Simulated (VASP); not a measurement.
Wanted: the native input for a VASP 6.6.1 run.

* Task: single point
* Functional: r2SCAN
* Potentials or basis: VASP PAW PBE potentials, release 64 (K_sv, Cl)
* Cutoff: 520 eV
* k mesh: 6 × 6 × 6
* Occupations: gaussian, width 0.01 eV
* Spin: no spin polarisation
* Dipole correction: no
* Further INCAR settings: ALGO = Normal; EDIFF = 1e-07; NBANDS = 15

KCl:

```
K Cl
1.0
     3.13074    3.13074    0.00000
    -3.13074    3.13074    0.00000
     0.00000    3.13074    3.15591
K Cl
1 1
Direct
  0.00000 0.00000 0.00000
  0.50000 0.50000 0.00000
```

This cell differs from its parent crystal: in-plane strain -0.005.

These files were run (other wordings do the same):

POSCAR

```
KCl
1.0
    3.1307376500      3.1307376500      0.0000000000
   -3.1307376500      3.1307376500      0.0000000000
    0.0000000000      3.1307376500      3.1559094100
K Cl
1 1
Direct
    0.0000000000      0.0000000000      0.0000000000
    0.5000000000      0.5000000000      0.0000000000
```

INCAR.step1

```
PREC = Accurate
ENCUT = 520
ISMEAR = 0
SIGMA = 0.01
LREAL = False
LASPH = True
NELM = 80
NBANDS = 15
GGA = PE
ALGO = Normal
EDIFF = 1E-4
LWAVE = True
LCHARG = False
```

INCAR.step2

```
PREC = Accurate
ENCUT = 520
EDIFF = 1E-7
ISMEAR = 0
SIGMA = 0.01
LREAL = False
LASPH = True
NELM = 80
ALGO = Normal
ISIF = 2
LWAVE = False
LCHARG = True
METAGGA = R2SCAN
LMIXTAU = True
LELF = True
LVHAR = True
NBANDS = 15
ISTART = 1
```

KPOINTS

```
Automatic mesh
0
Gamma
  6 6 6
```

Potentials or basis: VASP PAW PBE potentials, release 64 (K_sv, Cl).

Launch:

```sh
$ cat potpaw_PBE.64/K_sv/POTCAR potpaw_PBE.64/Cl/POTCAR > POTCAR
$ cp INCAR.step1 INCAR
$ mpirun -np 1 vasp_std > vasp.out
$ cp INCAR.step2 INCAR
$ mpirun -np 1 vasp_std > vasp.out
```

It gave:

```yaml
Pressure: 0.1 GPa
Band_gap_on_the_k_mesh: 5.85 eV, direct
```

Caveat: the cell differs from its parent crystal (in-plane strain -0.005); the PAW data sets were made with another functional, which shifts forces and pressure a little.

It took 4 min on 1 thread of Intel Xeon 8259CL, with other jobs on the host, peak memory 0.23 GiB.
